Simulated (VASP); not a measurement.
A run of VASP 6.6.1 is set up as follows.

POSCAR

```
Zn2InGaO5
1.0
    3.3461120018      0.0000000000      0.0000000000
   -1.6730560009      2.8978179974      0.0000000000
    0.0000000000      0.0000000000     22.7454690000
Zn In Ga O
4 2 2 10
Direct
    0.3333333333      0.6666666667      0.6354330000
    0.3333333333      0.6666666667      0.8645670000
    0.6666666667      0.3333333333      0.1354330000
    0.6666666667      0.3333333333      0.3645670000
    0.0000000000      0.0000000000      0.5000000000
    0.0000000000      0.0000000000      0.0000000000
    0.0000000000      0.0000000000      0.7500000000
    0.0000000000      0.0000000000      0.2500000000
    0.3333333333      0.6666666667      0.5481360000
    0.0000000000      0.0000000000      0.6622030000
    0.3333333333      0.6666666667      0.7500000000
    0.0000000000      0.0000000000      0.8377970000
    0.3333333333      0.6666666667      0.9518640000
    0.6666666667      0.3333333333      0.0481360000
    0.0000000000      0.0000000000      0.1622030000
    0.6666666667      0.3333333333      0.2500000000
    0.0000000000      0.0000000000      0.3377970000
    0.6666666667      0.3333333333      0.4518640000
```

The input INCAR.step1:

```
PREC     = Accurate       # precision mode
ENCUT    = 520            # plane-wave cutoff, eV
ISMEAR   = -1             # smearing method
SIGMA    = 0.02           # smearing width, eV
LREAL    = Auto         
LASPH    = T              # aspherical terms in the spheres
NELM     = 80             # most SCF steps
NBANDS   = 95             # bands
GGA      = PE             # functional
ALGO     = Normal         # electronic algorithm
EDIFF    = 1E-4           # SCF threshold, eV
LWAVE    = T              # write WAVECAR
LCHARG   = F              # write CHGCAR
```

The input INCAR.step2:

```
PREC     = Accurate       # precision mode
ENCUT    = 520            # plane-wave cutoff, eV
EDIFF    = 1E-8           # SCF threshold, eV
ISMEAR   = -1             # smearing method
SIGMA    = 0.02           # smearing width, eV
LREAL    = Auto         
LASPH    = T              # aspherical terms in the spheres
NELM     = 80             # most SCF steps
ALGO     = Normal         # electronic algorithm
ISIF     = 2              # what is computed and relaxed
LWAVE    = F              # write WAVECAR
LCHARG   = F              # write CHGCAR
METAGGA  = R2SCAN         # meta-GGA
LMIXTAU  = T            
LEFG     = T            
NBANDS   = 95             # bands
ISTART   = 1
```

File KPOINTS:

```
regular mesh
0
Gamma
  7 7 1
```

Potentials or basis: VASP PAW PBE potentials, release 64 (Zn, In_d, Ga_d, O).

Run with:

```sh
$ cat potpaw_PBE.64/Zn/POTCAR potpaw_PBE.64/In_d/POTCAR potpaw_PBE.64/Ga_d/POTCAR potpaw_PBE.64/O/POTCAR > POTCAR
$ cp INCAR.step1 INCAR
$ mpirun -np 1 vasp_std > vasp.out
$ cp INCAR.step2 INCAR
$ mpirun -np 1 vasp_std > vasp.out
```

Question: What does it give for the band gap on the k mesh?

Answer: 1.62 eV, direct.

Question: What does it give for the largest force?

Answer: 0.109 eV/Å.

Question: What does it give for the pressure?

Answer: -6.0 GPa.

Electric field gradients, principal values (V/Å²):
```tsv
atom	least	middle	greatest (by size)
1 Zn	3.223	3.232	-6.454
2 Zn	3.223	3.232	-6.454
3 Zn	3.223	3.232	-6.454
4 Zn	3.223	3.232	-6.454
5 In	-33.077	-33.078	66.155
6 In	-33.077	-33.078	66.155
7 Ga	19.147	19.153	-38.300
8 Ga	19.147	19.153	-38.300
9 O	-4.231	-4.235	8.467
10 O	-6.976	-6.977	13.953
11 O	53.300	53.303	-106.603
12 O	-6.976	-6.977	13.953
13 O	-4.231	-4.235	8.467
14 O	-4.231	-4.235	8.467
15 O	-6.976	-6.977	13.953
16 O	53.300	53.303	-106.603
17 O	-6.976	-6.977	13.953
18 O	-4.231	-4.235	8.467
```

Caveat: without QUAD_EFG the Cq values of the log hold for a quadrupole moment of 1 mb, not for the nuclei; the PAW data sets were made with another functional, which shifts forces and pressure a little; spin-orbit coupling is left out, which moves the levels of the heavy elements. r2SCAN opens gaps a little over a GGA but as a rule still falls short of measured ones.
